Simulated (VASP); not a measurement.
Write the native input for VASP 6.6.1 that does the following.

- Task: relaxation of cell and atoms
- Functional: PBE
- Potentials or basis: VASP PAW PBE potentials, release 64 (Si, N)
- Cutoff: 600 eV
- k mesh: 6 × 6 × 4
- Occupations: gaussian, width 0.1 eV
- Spin: no spin polarisation
- Dipole correction: no
- Further INCAR settings: ALGO = Normal; EDIFF = 1e-07; IBRION = 2; EDIFFG = -0.04; NSW = 90; ISIF = 3

The structure of Si3N2 lies in POSCAR:

```
Si3N2
1.0
    3.5058042671      0.0000000000      0.0000000000
    0.0000000000      3.5058042671      0.0000000000
    0.0000000000      0.0000000000      5.2793916637
Si N
3 2
Direct
    0.5000000000      0.5000000000      0.0000000000
    0.0000000000      0.5000000000      0.6340630647
    0.5000000000      0.0000000000      0.3659369353
    0.5000000000      0.5000000000      0.5000000000
    0.0000000000      0.0000000000      0.5000000000
```

The cell was built from a structure type or drawn by symmetry, and may not be a known phase.

The input as run:

INCAR

```
SYSTEM = Si3N2
PREC     = Accurate       ! precision mode
ENCUT    = 600            ! plane-wave cutoff, eV
EDIFF    = 1E-7           ! SCF threshold, eV
ISMEAR   = 0              ! smearing method
SIGMA    = 0.1            ! smearing width, eV
LREAL    = .FALSE.        ! projectors in reciprocal space
LASPH    = .TRUE.         ! aspherical terms in the spheres
NELM     = 80             ! most SCF steps
ALGO     = Normal         ! electronic algorithm
ISIF     = 3              ! what is computed and relaxed
LWAVE    = .FALSE.        ! write WAVECAR
LCHARG   = .FALSE.        ! write CHGCAR
GGA      = PE             ! functional
IBRION   = 2              ! ionic algorithm
NSW      = 90             ! ionic steps
EDIFFG   = -0.04          ! ionic threshold
```

KPOINTS

```
Automatic mesh
0
G
  6 6 4
  0 0 0
```

Potentials or basis: VASP PAW PBE potentials, release 64 (Si, N).

Command:

```bash
$ cat potpaw_PBE.64/Si/POTCAR potpaw_PBE.64/N/POTCAR > POTCAR
$ mpirun -np 1 vasp_std > vasp.out
```

Results of the run:

* Relaxed volume: 12.74 Å³/atom
* Relaxed cell: a = 3.519 Å, b = 3.519 Å, c = 5.145 Å, α = 90.00°, β = 90.00°, γ = 90.00°
* Space group after relaxing (to 0.1 Å): P-4m2 (No. 115)
* Energy gained by relaxing: 3.3 meV/atom
* Ionic steps: 6
* Pressure after relaxing: 0.2 GPa
* Largest force after relaxing: 0.039 eV/Å
* Band gap on the k mesh: zero (bands 11 and 12 overlap by 2.13 eV)

It took 63 s on 1 thread of Intel(R) Xeon(R) Platinum 8559C (Emerald Rapids) (shared host), peak memory 0.19 GiB.
